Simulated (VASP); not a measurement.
The system is RhC (zincblende type).

```
CELL_PARAMETERS angstrom
0.00000 2.30330 2.30330
2.30330 0.00000 2.30330
2.30330 2.30330 0.00000
ATOMIC_POSITIONS crystal
Rh 0.00000 0.00000 0.00000
C 0.25000 0.25000 0.25000
```

| Property | Result |
| --- | --- |
| Program | VASP 6.6.1 |
| Task | relaxation of cell and atoms |
| Functional | PBE |
| Potentials or basis | VASP PAW PBE potentials, release 64 (Rh_pv, C) |
| Cutoff | 600 eV |
| k mesh | 14 × 14 × 14 |
| Occupations | fermi-dirac, width 0.1 eV |
| Spin | no spin polarisation |

At the start: pressure -3.6 GPa; volume 12.22 Å³/atom.

Problem. Where does the relaxation end?

Solution. Over 3 steps the energy falls by 2.4 meV/atom and the volume is 12.02 Å³/atom (-1.6 %); space group F-43m (No. 216, to 0.05 Å).

The path:
```tsv
step	energy change (eV)	largest force (eV/Å)	pressure (GPa)	volume (Å³)
1	0.0000	0.0000	-3.65	24.44
2	0.0056	0.0000	5.96	23.47
3	-0.0047	0.0000	0.01	24.04
```

Final structure:
```
Rh C
1.0
     0.00000    2.29067    2.29067
     2.29067    0.00000    2.29067
     2.29067    2.29067    0.00000
Rh C
1 1
Direct
  0.00000 0.00000 0.00000
  0.25000 0.25000 0.25000
```
